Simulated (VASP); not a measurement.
A run of VASP 6.6.1 is set up as follows.

Contents of INCAR:

```
SYSTEM = TiO
PREC     = Accurate       ! precision mode
ENCUT    = 520            ! plane-wave cutoff, eV
EDIFF    = 1E-7           ! SCF threshold, eV
ISMEAR   = 0              ! smearing method
SIGMA    = 0.15           ! smearing width, eV
LREAL    = .False.        ! projectors in reciprocal space
LASPH    = .True.         ! aspherical terms in the spheres
NELM     = 80             ! most SCF steps
ALGO     = Normal         ! electronic algorithm
ISIF     = 2              ! what is computed and relaxed
LWAVE    = .False.        ! write WAVECAR
LCHARG   = .True.         ! write CHGCAR
GGA      = PS             ! functional
LELF     = .True.         ! ELF
LVHAR    = .True.       
NBANDS   = 16             ! bands
```

File KPOINTS:

```
regular mesh
0
Gamma
  18 18 16
  0 0 0
```

File POSCAR:

```
TiO
1.0
    2.7885979981      0.0000000000      0.0000000000
   -1.3942989991      2.4149967073      0.0000000000
    0.0000000000      0.0000000000      2.4585000000
Ti O
1 1
Direct
    0.6666666667      0.3333333333      0.0000000000
    0.0000000000      0.0000000000      0.5000000000
```

Potentials or basis: VASP PAW PBE potentials, release 64 (Ti_sv, O).

Launch:

```sh
$ cat potpaw_PBE.64/Ti_sv/POTCAR potpaw_PBE.64/O/POTCAR > POTCAR
$ mpirun -np 1 vasp_std > vasp.out
```

**Question.** What does it give for the band gap on the k mesh?

**Answer.** Zero (bands 9 and 10 overlap by 0.49 eV).

**Question.** Predict the pressure.

**Answer.** 52.0 GPa.

Stress tensor (GPa, compression positive):
```
 25.87   0.00   0.00
  0.00  25.87   0.00
  0.00   0.00 104.23
```

Caveat: the cell stands under pressure; the PAW data sets were made with another functional, which shifts forces and pressure a little; semilocal functionals often make such compounds metallic where correlation or magnetic order opens a gap, which also shifts bond lengths.
